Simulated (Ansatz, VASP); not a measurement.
# Two plane-wave programs on Pt

INCAR

```
ALGO = Normal ; EDIFF = 1E-6
ENCUT = 520 ; GGA = PE
ISIF = 2 ; ISMEAR = 0
LASPH = T ; LCHARG = F
LREAL = F ; LWAVE = F
NBANDS = 17 ; NELM = 80
PREC = Accurate ; SIGMA = 0.15
```

File KPOINTS:

```
k-points
0
Gamma
  18 18 10
```

Contents of POSCAR:

```
Pt
1.0
    2.8068000000      0.0000000000      0.0000000000
   -1.4034000000      2.4307601033      0.0000000000
    0.0000000000      0.0000000000      4.6618000000
Pt
2
Direct
    0.6666666667      0.3333333333      0.7500000000
    0.3333333333      0.6666666667      0.2500000000
```

Input for Ansatz:

```yaml
crystal:
  lattice:
    - [2.8068, 0.0, 0.0]
    - [-1.4034, 2.4307601033, 0.0]
    - [0.0, 0.0, 4.6618]
  atoms:
    - { symbol: Pt, position: [0.6666666667, 0.3333333333, 0.75] }
    - { symbol: Pt, position: [0.3333333333, 0.6666666667, 0.25] }
basis:
  ecutwfc: 420
kpoints:
  mp_grid: { grid: [18, 18, 10] }
hamiltonian:
  xc: pbe
scf:
  occupations: { method: gaussian, width: 0.15 }
output:
  forces: true
  stress: true
  eigenvalues: true
  write_density: true
  write_potential: true
  elf: true
  volumetric_format: npy
```

Alike in both runs: task single point; functional PBE; k mesh 18 × 18 × 10; occupations gaussian, width 0.15 eV; no spin polarisation.

|  | VASP | Ansatz |
| --- | --- | --- |
| version | VASP 6.6.1 | Ansatz 0.2.0 |
| potentials or method | VASP PAW PBE potentials, release 64 (Pt), cutoff 520 eV | scalar-relativistic, plane waves, PAW |
| valence electrons in the cell | 20 | 36 |

|  | VASP | Ansatz | Ansatz less VASP |
| --- | --- | --- | --- |
| gap on the k mesh at the Fermi level (eV) | none | none | - |
| pressure (GPa) | -2.9 | -2.5 | +0.45 |
| traceless stress, the component that is largest in VASP (GPa) | 4.00 | 4.10 | +0.097 |

A gap of «none» marks a metal or a gap that the smearing closes. VASP's potentials hold 20 valence electrons a cell and Ansatz's 36, so a difference there can come from the potentials and not from the codes.

Neither program's run includes spin-orbit coupling.
